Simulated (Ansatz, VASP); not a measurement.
**N in VASP and in Ansatz**

```
N
1.0
     6.01049   -0.92469   -0.92469
    -0.92469    6.01049   -0.92469
    -0.92469   -0.92469    6.01049
N
4
Cartesian
  0.0003 0.0003 0.0003
  1.6178 5.0854 1.6187
  1.6187 1.6178 5.0854
  5.0854 1.6187 1.6178
```

Alike in both runs: task single point; functional PBEsol; k mesh 4 × 4 × 4; occupations gaussian, width 0.05 eV; collinear spin.

|  | VASP | Ansatz |
| --- | --- | --- |
| version | VASP 6.6.1 | Ansatz 0.2.0 |
| potentials or method | VASP PAW PBE potentials, release 64 (N), cutoff 520 eV | scalar-relativistic, plane waves, PAW |
| valence electrons in the cell | 20 | 20 |

Ansatz gave:

| Quantity | Value |
| --- | --- |
| gap on the k mesh at the Fermi level (eV) | 3.09 |
| least direct gap on the mesh (eV) | 3.11 |
| pressure (GPa) | 0.1 |
| net moment per atom (μB) | 3.00 |
| size of the moment on the site where the two differ most (μB) | 2.90 |

Question: Estimate VASP's values.

Answer: gap on the k mesh at the Fermi level (eV): 3.09; least direct gap on the mesh (eV): 3.11; pressure (GPa): 0.1; net moment per atom (μB): 3.00; size of the moment on the site where the two differ most (μB): 1.94.

VASP's potentials were made for PBE, not for PBEsol. Site moments also hang on the region over which each program counts them.
